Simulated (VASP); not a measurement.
Wanted: the native input for a VASP 6.6.1 run.

```yaml
Task: single point
Functional: PBEsol
Potentials_or_basis: VASP PAW PBE potentials, release 64 (Sc_sv, Bi_d, F)
Cutoff: 520 eV
k_mesh: 4 × 4 × 4
Occupations: fermi-dirac, width 0.05 eV
Spin: no spin polarisation
Dipole_correction: no
Further_INCAR_settings: ALGO = Normal; EDIFF = 1e-06; NBANDS = 44
```

The structure of ScBiF6 lies in POSCAR:

```
ScBiF6
1.0
    0.0163771249      4.2569372904      4.2482097381
    4.2638784464      0.0211330394      4.2436407839
    4.2782846724      4.2668922100      0.0066342984
Sc Bi F
1 1 6
Direct
    0.4995149634      0.4967030093      0.5123294329
   -0.0004785243     -0.0033173759      0.0123420976
    0.7458980473      0.2816568664      0.2563721019
    0.2531021715      0.7117790624      0.7682661405
    0.2343843186      0.7124169765      0.3066249103
    0.7646251596      0.2809692737      0.7180865987
    0.3047895174      0.2205847168      0.7566061160
    0.6942201979      0.7728136175      0.2679999511
```

These files were run (other wordings do the same):

INCAR

```
PREC = Accurate
ENCUT = 520
EDIFF = 1E-6
ISMEAR = -1
SIGMA = 0.05
LREAL = False
LASPH = True
NELM = 100
ALGO = Normal
ISIF = 2
LWAVE = False
LCHARG = False
GGA = PS
NBANDS = 44
```

KPOINTS

```
Automatic mesh
0
Gamma
  4 4 4
```

Potentials or basis: VASP PAW PBE potentials, release 64 (Sc_sv, Bi_d, F).

Launch:

```bash
$ cat potpaw_PBE.64/Sc_sv/POTCAR potpaw_PBE.64/Bi_d/POTCAR potpaw_PBE.64/F/POTCAR > POTCAR
$ mpirun -np 1 vasp_std > vasp.out
```

Results of the run:

```yaml
Pressure: 0.1 GPa
Largest_force: 0.055 eV/Å
Band_gap_on_the_k_mesh: 5.28 eV (least direct gap 5.30 eV)
```

Caveat: the PAW data sets were made with another functional, which shifts forces and pressure a little; spin-orbit coupling is left out, which moves the levels of the heavy elements.

It took 3.2 min on 1 thread of Intel(R) Xeon(R) Platinum 8488C (Sapphire Rapids) (shared host), peak memory 0.45 GiB.
